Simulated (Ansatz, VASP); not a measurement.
Two plane-wave programs on Ta

```xyz
1
Lattice="-1.6536 1.6536 1.6536 1.6536 -1.6536 1.6536 1.6536 1.6536 -1.6536" Properties=species:S:1:pos:R:3 pbc="T T T"
Ta    0.0000    0.0000    0.0000
```

Alike in both runs: functional r2SCAN; k mesh 16 × 16 × 16; occupations gaussian, width 0.1 eV; no spin polarisation.

Ansatz relaxed the structure, and its values are those at the end. VASP's run is a single point on that final structure, the one shown.

|  | VASP | Ansatz |
| --- | --- | --- |
| version | VASP 6.6.1 | Ansatz 0.2.0 |
| potentials or method | VASP PAW PBE potentials, release 64 (Ta_pv), cutoff 520 eV | scalar-relativistic, plane waves, PAW |
| valence electrons in the cell | 11 | 13 |

|  | VASP | Ansatz | Ansatz less VASP |
| --- | --- | --- | --- |
| gap on the k mesh at the Fermi level (eV) | none | none | - |
| pressure (GPa) | 0.6 | 0.0 | -0.64 |

VASP's potentials were made for PBE, not for r2SCAN. A gap of «none» marks a metal or a gap that the smearing closes. The functional is the same, so the differences come from potentials, cutoffs and numerics. VASP's potentials hold 11 valence electrons a cell and Ansatz's 13, so a difference there can come from the potentials and not from the codes.

Spin-orbit coupling is off throughout.
